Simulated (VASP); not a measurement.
Crystal: HfC.

```
Hf C
1.0
    -1.39667    2.49718    1.84734
     1.39667   -2.49718    1.84734
     1.39667    2.49718   -1.84734
Hf C
1 1
Cartesian
  0.0000 0.0000 3.6382
  0.0000 2.4972 0.6630
```

| Item | Value |
| --- | --- |
| Program | VASP 6.6.1 |
| Task | relaxation of cell and atoms |
| Functional | PBE |
| Dispersion | D4 |
| Potentials or basis | VASP PAW PBE potentials, release 64 (Hf_pv, C) |
| Cutoff | 600 eV |
| k mesh | 12 × 12 × 12 |
| Occupations | fermi-dirac, width 0.05 eV |
| Spin | no spin polarisation |

At the start: pressure 67.4 GPa; volume 12.89 Å³/atom.

Task: Where does the relaxation end?

Result: Over 22 steps the energy falls by 2206.5 meV/atom and the volume is 12.36 Å³/atom (-4.1 %); space group Fm-3m (No. 225, to 0.05 Å).

Step by step:
```
step  energy change (eV)  largest force (eV/Å)  pressure (GPa)  volume (Å³)
   1              0.0000               11.3600           67.45        25.77
   2             -0.0834                0.8319          -29.43        47.38
   3             -0.5262                0.7612          -32.17        43.83
   4             -1.1210                0.3807          -35.13        40.73
   5             -2.8283                0.3051          -35.42        33.08
   6             -3.1279                1.0451          -16.76        29.38
   7             -3.1582                0.2876          -25.64        30.56
   8             -3.1664                0.4581          -23.39        30.21
   9             -3.9502                0.9127           19.06        23.80
  10             -4.0952                1.0528            1.65        25.35
  11             -4.3050                0.9857            1.53        24.76
  12             -4.3090                0.9093            2.26        24.63
  13             -4.3948                0.2073           -2.34        24.97
  14             -4.3973                0.0528           -2.95        25.03
  15             -4.4073                0.1027            3.67        24.36
  16             -4.4119                0.0466            1.17        24.60
  17             -4.4124                0.0252           -1.00        24.82
  18             -4.4129                0.0338           -0.12        24.72
  19             -4.4129                0.0340           -0.12        24.72
  20             -4.4129                0.0146            0.09        24.71
  21             -4.4129                0.0095            0.12        24.70
  22             -4.4130                0.0016           -0.07        24.72
```

Final structure:
```yaml
crystal:
  lattice:
    - [-1.63488, 2.31193, 1.63511]
    - [1.63488, -2.31193, 1.63511]
    - [1.63488, 2.31193, -1.63511]
  atoms:
    - { symbol: Hf, position: [0.08206, 0.08206, 0.00000] }
    - { symbol: C, position: [0.58211, 0.08211, 0.50000] }
```

Caveat: pairwise dispersion overbinds metals, which lowers pressure and volume.
